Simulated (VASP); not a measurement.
# Al15Pt8 (a cell with a defect) in VASP: single point with PBE

Aim: the single point of Al15Pt8 (a cell with a defect) with PBE.

All numbers are computed with VASP 6.6.1; they aren't measurements. Logs are shortened: lines on timing, memory, paths and dates and some standing lists are left out, and cuts for length are marked.

## (1) The cell of the first run

The cell holds a defect, 23 atoms: a = 8.347 Å, b = 8.347 Å, c = 8.347 Å, α = 60.00°, β = 60.00°, γ = 60.00°.

## (2) Single point, PBE

The input, INCAR:

```
PREC = Accurate
ENCUT = 520
EDIFF = 1E-6
ISMEAR = 0
SIGMA = 0.1
LREAL = Auto
LASPH = True
NELM = 80
ALGO = Normal
ISIF = 2
LWAVE = False
LCHARG = False
GGA = PE
NBANDS = 80
```

The input, KPOINTS:

```
Automatic mesh
0
Gamma
  2 2 2
```

The input, POSCAR:

```
Al15Pt8
1.0
    0.0000000000      5.9024240000      5.9024240000
    5.9024240000      0.0000000000      5.9024240000
    5.9024240000      5.9024240000      0.0000000000
Pt Al
8 15
Direct
    0.0007272436      0.0043892984     -0.0047781217
    0.0155236222     -0.0111115365      0.4899231231
   -0.0140408415      0.5096783965      0.0107122091
    0.0007271589      0.4941869645      0.5054245510
    0.5007309709      0.0342527917     -0.0346431398
    0.5067373167     -0.0111017948      0.4899321872
    0.4947232696      0.5096871218      0.0107216120
    0.5007318180      0.4643181344      0.5352906704
    0.1235126450      0.1298026031      0.1195415646
    0.3732458055      0.3687740833      0.3811037635
    0.1292350397      0.1207827496      0.6218177481
    0.3543500094      0.3956762510      0.8967136214
    0.1168780826      0.6331407232      0.1341763994
    0.5006316049      0.7492855478      0.2503246124
    0.1235138309      0.6185065661      0.6308364157
    0.3732465679      0.8800686803      0.8698081500
    0.6282100371      0.1298061610      0.1195434283
    0.8779492968      0.3687701866      0.3811010527
    0.6471309076      0.1028951834      0.6039330621
    0.8722239371      0.3777943604      0.8788293589
    0.8845837744      0.8654345232      0.3664700299
    0.6282096983      0.6185087686      0.6308406512
    0.8779487038      0.8800666472      0.8698045921
```

Potentials or basis: VASP PAW PBE potentials, release 64 (Pt, Al).

Started as:

```bash
> cat potpaw_PBE.64/Pt/POTCAR potpaw_PBE.64/Al/POTCAR > POTCAR
> mpirun -np 1 vasp_std > vasp.out
```

OUTCAR:

```text
PREC = Accurate
   ENCUT = 520
   EDIFF = 1E-6
   ISMEAR = 0
   LREAL = Auto
   LASPH = True
   NELM = 80
   ISIF = 2
   GGA = PE

 ion  position               nearest neighbor table
   1  0.001  0.004  0.995-  21 2.53  13 2.53  17 2.54   9 2.54  23 2.54  16 2.54  11 2.55  20 2.55

   2  0.016  0.989  0.490-  19 2.51   9 2.53  15 2.53  11 2.57  21 2.58  23 2.59  18 2.59
   3  0.986  0.510  0.011-  12 2.51  23 2.53  18 2.53  20 2.57  13 2.58   9 2.59  15 2.59
   4  0.001  0.494  0.505-  21 2.53  13 2.53  22 2.54  15 2.54  18 2.54  10 2.54  11 2.55  20 2.55
[... 21 lines left out ...]
  17  0.628  0.130  0.120-   6 2.53   1 2.54   5 2.58   7 2.59  20 2.90  12 2.94  23 2.95  10 2.96
                            21 2.97  14 3.34
  18  0.878  0.369  0.381-   3 2.53   4 2.54   8 2.58   2 2.59  11 2.90  19 2.94  22 2.95   9 2.96
                            13 2.97  14 3.34
  19  0.647  0.103  0.604-   8 2.49   5 2.49   6 2.51   2 2.51  21 2.80  23 2.94  18 2.94  16 2.94
                            10 2.94
  20  0.872  0.378  0.879-   4 2.55   1 2.55   7 2.57   3 2.57   9 2.90  17 2.90  15 2.90  22 2.90
                            11 3.03
  21  0.885  0.865  0.366-   4 2.53   1 2.53   6 2.58   2 2.58  13 2.74  19 2.80  15 2.97   9 2.97
                            22 2.97  17 2.97
  22  0.628  0.619  0.631-   6 2.53   4 2.54   8 2.58   7 2.59  20 2.90  12 2.94  18 2.95  16 2.96
                            21 2.97  14 3.34
  23  0.878  0.880  0.870-   3 2.53   1 2.54   5 2.58   2 2.59  11 2.90  19 2.94  17 2.95  15 2.96
                            13 2.97  14 3.34

  LATTYP: Found a face centered cubic cell.
 ALAT       =    11.8048480000

  Lattice vectors:

 A1 = (   0.0000000000,   5.9024240000,   5.9024240000)
 A2 = (   5.9024240000,   0.0000000000,   5.9024240000)
 A3 = (   5.9024240000,   5.9024240000,   0.0000000000)

Analysis of symmetry for initial positions (statically):
=====================================================================
 Subroutine PRICEL returns:
 Original cell was already a primitive cell.

 Routine SETGRP: Setting up the symmetry group for a
 face centered cubic supercell.

 Subroutine GETGRP returns: Found  4 space group operations
 (whereof  1 operations were pure point group operations)
 out of a pool of 48 trial point group operations.

The static configuration has the point symmetry C_1 .
 The point group associated with its full space group is C_2v.

Analysis of symmetry for dynamics (positions and initial velocities):
=====================================================================
 Subroutine PRICEL returns:
 Original cell was already a primitive cell.

 Routine SETGRP: Setting up the symmetry group for a
 face centered cubic supercell.

 Subroutine GETGRP returns: Found  4 space group operations
 (whereof  1 operations were pure point group operations)
 out of a pool of 48 trial point group operations.

The dynamic configuration has the point symmetry C_1 .
 The point group associated with its full space group is C_2v.

 Subroutine INISYM returns: Found  4 space group operations
 (whereof  1 operations are pure point group operations),
 and found     1 'primitive' translations

----------------------------------------------------------------------------------------

                                     Primitive cell

  volume of cell :     411.2645

  direct lattice vectors                    reciprocal lattice vectors
     0.000000000  5.902424000  5.902424000    -0.084710959  0.084710959  0.084710959
     5.902424000  0.000000000  5.902424000     0.084710959 -0.084710959  0.084710959
     5.902424000  5.902424000  0.000000000     0.084710959  0.084710959 -0.084710959

  length of vectors
     8.347288072  8.347288072  8.347288072     0.146723686  0.146723686  0.146723686

  position of ions in fractional coordinates (direct lattice)
     0.000727244  0.004389298  0.995221878
     0.015523622  0.988888463  0.489923123
     0.985959159  0.509678397  0.010712209
     0.000727159  0.494186965  0.505424551
     0.500730971  0.034252792  0.965356860
     0.506737317  0.988898205  0.489932187
[... 15 lines left out ...]
     0.628209698  0.618508769  0.630840651
     0.877948704  0.880066647  0.869804592

  ion indices of the primitive-cell ions
   primitive index   ion index
                 1           1
                 2           2
                 3           3
                 4           4
                 5           5
                 6           6
[... 15 lines left out ...]
                22          22
                23          23

----------------------------------------------------------------------------------------

 KPOINTS: Automatic mesh

Automatic generation of k-mesh.
 Grid dimensions read from file:
 generate k-points for:    2    2    2

 Generating k-lattice:

  Cartesian coordinates                     Fractional coordinates (reciprocal lattice)
    -0.042355480  0.042355480  0.042355480     0.500000000  0.000000000  0.000000000
     0.042355480 -0.042355480  0.042355480     0.000000000  0.500000000  0.000000000
     0.042355480  0.042355480 -0.042355480     0.000000000  0.000000000  0.500000000

  Length of vectors
     0.073361843  0.073361843  0.073361843

  Shift w.r.t. Gamma in fractional coordinates (k-lattice)
     0.000000000  0.000000000  0.000000000

 Subroutine IBZKPT returns following result:
 ===========================================

 Found      5 irreducible k-points:

 Following reciprocal coordinates:
            Coordinates               Weight
  0.000000  0.000000  0.000000      1.000000
  0.500000  0.000000  0.000000      2.000000
  0.000000  0.500000  0.000000      2.000000
  0.500000  0.500000  0.000000      2.000000
  0.000000  0.500000  0.500000      1.000000
   k-points           NKPTS =      5   k-points in BZ     NKDIM =      5   number of bands    NBANDS=     80
   number of dos      NEDOS =    301   number of ions     NIONS =     23
   total plane-waves  NPLWV = 262144
   dimension x,y,z NGX =    64 NGY =   64 NGZ =   64
   dimension x,y,z NGXF=   128 NGYF=  128 NGZF=  128
   ions per type =               8  15
   NGX,Y,Z   is equivalent  to a cutoff of  12.75, 12.75, 12.75 a.u.
   NGXF,Y,Z  is equivalent  to a cutoff of  25.49, 25.49, 25.49 a.u.
 SYSTEM =  unknown system
   PREC   = accura    normal or accurate (medium, high low for compatibility)
   ISTART =      0    job   : 0-new  1-cont  2-samecut
   ICHARG =      2    charge: 1-file 2-atom 10-const
   ISPIN  =      1    spin polarized calculation?
   LNONCOLLINEAR =      F non collinear calculations
   LSORBIT =      F    spin-orbit coupling
   LASPH  =      T    aspherical Exc in radial PAW
   ENCUT  =  520.0 eV  38.22 Ry    6.18 a.u.  15.52 15.52 15.52*2*pi/ulx,y,z
   NELM   =     80;   NELMIN=  2; NELMDL= -5     # of ELM steps
   EDIFF  = 0.1E-05   stopping-criterion for ELM
   LREAL  =      T    real-space projection
   EDIFFG = 0.1E-04   stopping-criterion for IOM
   NSW    =      0    number of steps for IOM
   IBRION =     -1    ionic relax: 0-MD 1-quasi-New 2-CG
   NFREE  =      0    steps in history (QN), initial steepest desc. (CG)
   ISIF   =      2    stress and relaxation
   ISYM   =      2    0-nonsym 1-usesym 2-fastsym
   POTIM  = 0.5000    time-step for ionic-motion
   TEBEG  =    0.0;   TEEND  =   0.0 temperature during run
   PSTRESS=    0.0 pullay stress
   NELECT =     125.0000    total number of electrons
   NUPDOWN=      -1.0000    fix difference up-down
   EMIN   =  10.00;   EMAX   =-10.00  energy-range for DOS
   EFERMI =   0.00;   METHOD = LEGACY
   ISMEAR =     0;   SIGMA  =   0.10  broadening in eV -4-tet -1-fermi 0-gaus
   EFERMI_NEDOS =   21; number of points for ismear=-14 and -15
   IALGO  =     38    algorithm
   IMIX   =      4    mixing-type and parameters
     AMIX     =   0.40;   BMIX     =  1.00
     AMIX_MAG =   1.60;   BMIX_MAG =  1.00
  volume/ion in A,a.u.               =      17.88       120.67
  Fermi-wavevector in a.u.,A,eV,Ry     =   1.100705  2.080032 16.484171  1.211552
  Thomas-Fermi vector in A             =   2.237121
   LORBIT       =      0    0 simple, 1 ext, 2 COOP (PROOUT), +10 PAW based schemes
   GGA     = PE    functional components
   LHFCALC =     F    Hartree Fock is set to
   AEXX    =    0.0000 exact exchange contribution
   IVDW    =     0    specifies the selected vdW correction
   LEPSILON=     F    determine dielectric tensor
   LRPA    =     F    only Hartree local field effects (RPA)
 non-spin polarized calculation
 Gauss-broadening in eV      SIGMA  =   0.10
  energy-cutoff  :      520.00
  volume of cell :      411.26
 maximum number of plane-waves:     11054
 NGX is ok and might be reduce to    64
   NGX = 31   NGY = 31   NGZ = 31

 number of electron     124.9999999 magnetization

 Free energy of the ion-electron system (eV)
  ---------------------------------------------------
  ext. energy  EPLUGINS =         0.00000000
  ---------------------------------------------------
  free energy    TOTEN  =      -122.89708379 eV

  energy without entropy =     -122.85088564  energy(sigma->0) =     -122.87398472

 E-fermi :   7.4056     XC(G=0): -10.5448

 val. band max:        7.3855367243   @ k =   0.0000   0.5000   0.0000
 cond. band min:       7.4983015891   @ k =   0.5000   0.0000   0.0000
 fundamental gap:      0.1127648648
 Fermi energy:         7.4055731506

 k-point     1 :       0.0000    0.0000    0.0000
  band No.  band energies     occupation
      1      -2.5612      2.00000
      2      -0.3196      2.00000
      3      -0.2586      2.00000
      4      -0.2377      2.00000
      5      -0.1845      2.00000
      6       1.1565      2.00000
[... 374 lines left out ...]
     73      10.4894      0.00000
     74      10.7637      0.00000
 [bands above 74 left out]

------------------------ aborting loop because EDIFF is reached ----------------------------------------

  FORCE on cell =-STRESS in cart. coord.  units (eV):
  Direction    XX          YY          ZZ          XY          YZ          ZX
  --------------------------------------------------------------------------------------
  -------------------------------------------------------------------------------------
  Total        6.6795186      4.8041335      4.8041335      0.0000000     -5.7641527      0.0000000
  in kB       26.0216324     18.7156296     18.7156296      0.0000000    -22.4556099      0.0000000
  external PRESSURE =      21.1509639 kB  Pullay stress =       0.0000000 kB

 VOLUME and BASIS-vectors are now :
 -----------------------------------------------------------------------------
  energy-cutoff  :      520.00
  volume of cell :      411.26
      direct lattice vectors                 reciprocal lattice vectors
     0.000000000  5.902424000  5.902424000    -0.084710959  0.084710959  0.084710959
     5.902424000  0.000000000  5.902424000     0.084710959 -0.084710959  0.084710959
     5.902424000  5.902424000  0.000000000     0.084710959  0.084710959 -0.084710959

 POSITION                                       TOTAL-FORCE (eV/Angst)
 -----------------------------------------------------------------------------------
      5.90013      5.87851      0.03020         0.000000      0.007852     -0.006214
      8.72857      2.98336      5.92847         0.006536     -0.003351     -0.003351
      3.07157      5.88278      8.82789        -0.008780      0.002666      0.002666
      5.90013      2.98752      2.92119         0.000000     -0.006214      0.007852
      5.90012      8.65347      3.15770         0.000000     -0.000419      0.001659
      8.72868      5.88277      8.82787         0.008780      0.002666      0.002666
[... 15 lines left out ...]
      7.37419      7.43145      7.35866         0.009763     -0.000837     -0.003749
     10.32848     10.31598     10.37655        -0.009763     -0.003749     -0.000837
 -----------------------------------------------------------------------------------
    total drift:                                0.013059      0.004026      0.009031

  FREE ENERGIE OF THE ION-ELECTRON SYSTEM (eV)
  ---------------------------------------------------
  free  energy   TOTEN  =      -122.8970837906 eV

  energy  without entropy=     -122.8508856434  energy(sigma->0) =     -122.87398472
```

It took 3.8 min on 1 thread of Intel Xeon Platinum 8488C (Sapphire Rapids), shared host; peak memory 0.58 GiB.

What came out:

```
Free energy            : -122.8971 eV
Pressure               : 2.1 GPa
Largest force          : 0.035 eV/Å
Band gap on the k mesh : zero (an odd number of electrons rules out a gap without spin polarisation)
```

Forces in eV/Å, atoms in the order of the input:
```
Pt   0.000  0.008 -0.006
Pt   0.007 -0.003 -0.003
Pt  -0.009  0.003  0.003
Pt   0.000 -0.006  0.008
Pt   0.000  0.000  0.002
Pt   0.009  0.003  0.003
Pt  -0.007 -0.003 -0.003
Pt   0.000  0.002  0.000
Al   0.010  0.002  0.003
Al  -0.010  0.003  0.002
Al   0.002  0.000  0.000
Al   0.011  0.000  0.000
Al  -0.035  0.000  0.000
Al   0.000 -0.001 -0.001
Al   0.010  0.003  0.002
Al  -0.010  0.002  0.003
Al   0.010 -0.004 -0.001
Al  -0.010 -0.001 -0.004
Al  -0.011  0.000  0.000
Al  -0.002  0.000  0.000
Al   0.035  0.000  0.000
Al   0.010 -0.001 -0.004
Al  -0.010 -0.004 -0.001
```

Levels at points of the mesh, in eV from the Fermi level:
| k point | band 58 | band 59 | band 60 | band 61 | band 62 | band 63 | band 64 | band 65 | band 66 | band 67 |
| --- | --- | --- | --- | --- | --- | --- | --- | --- | --- | --- |
| (0.00, 0.00, 0.00) | -1.07 | -1.06 | -1.01 | -0.83 | 1.26 | 1.31 | 1.38 | 1.39 | 1.60 | 1.77 |
| (0.50, 0.00, 0.00) | -0.62 | -0.61 | -0.51 | -0.15 | -0.13 | -0.07 | 0.09 | 0.09 | 0.17 | 0.58 |
| (0.00, 0.50, 0.00) | -0.70 | -0.59 | -0.55 | -0.47 | -0.13 | -0.11 | -0.02 | 0.19 | 0.33 | 0.47 |
| (0.50, 0.50, 0.00) | -0.99 | -0.77 | -0.69 | -0.61 | -0.58 | 0.33 | 0.39 | 0.78 | 0.79 | 1.00 |
| (0.00, 0.50, 0.50) | -0.95 | -0.91 | -0.66 | -0.57 | -0.53 | 0.37 | 0.65 | 0.68 | 0.82 | 0.96 |

Caveat: the k points lie up to 0.46 Å⁻¹ apart, too coarse for converged energies and pressures of a metal; spin-orbit coupling is left out, which moves the levels of the heavy elements.
